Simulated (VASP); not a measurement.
A run of VASP 6.6.1 is set up as follows.

The input INCAR:

```
PREC = Accurate
ENCUT = 520
EDIFF = 1E-6
ISMEAR = 0
SIGMA = 0.1
LREAL = False
LASPH = True
NELM = 80
ALGO = Normal
ISIF = 2
LWAVE = False
LCHARG = False
GGA = PE
NBANDS = 34
```

The input KPOINTS:

```
regular mesh
0
Gamma
  6 6 4
```

POSCAR

```
Mg2Ge3N
1.0
    4.7512897804      0.0000000000      0.0000000000
   -2.3756448902      4.1147376505      0.0000000000
    0.0000000000      0.0000000000      5.4670192326
Mg Ge N
2 3 1
Direct
    0.3333333333      0.6666666667      0.0000000000
    0.6666666667      0.3333333333      0.0000000000
    0.3333333333      0.6666666667      0.5000000000
    0.6666666667      0.3333333333      0.5000000000
    0.0000000000      0.0000000000      0.0000000000
    0.0000000000      0.0000000000      0.5000000000
```

Potentials or basis: VASP PAW PBE potentials, release 64 (Mg, Ge_d, N).

The run is started by

```bash
$ cat potpaw_PBE.64/Mg/POTCAR potpaw_PBE.64/Ge_d/POTCAR potpaw_PBE.64/N/POTCAR > POTCAR
$ mpirun -np 1 vasp_std > vasp.out
```

Task: Predict the pressure.

Result: -0.1 GPa.
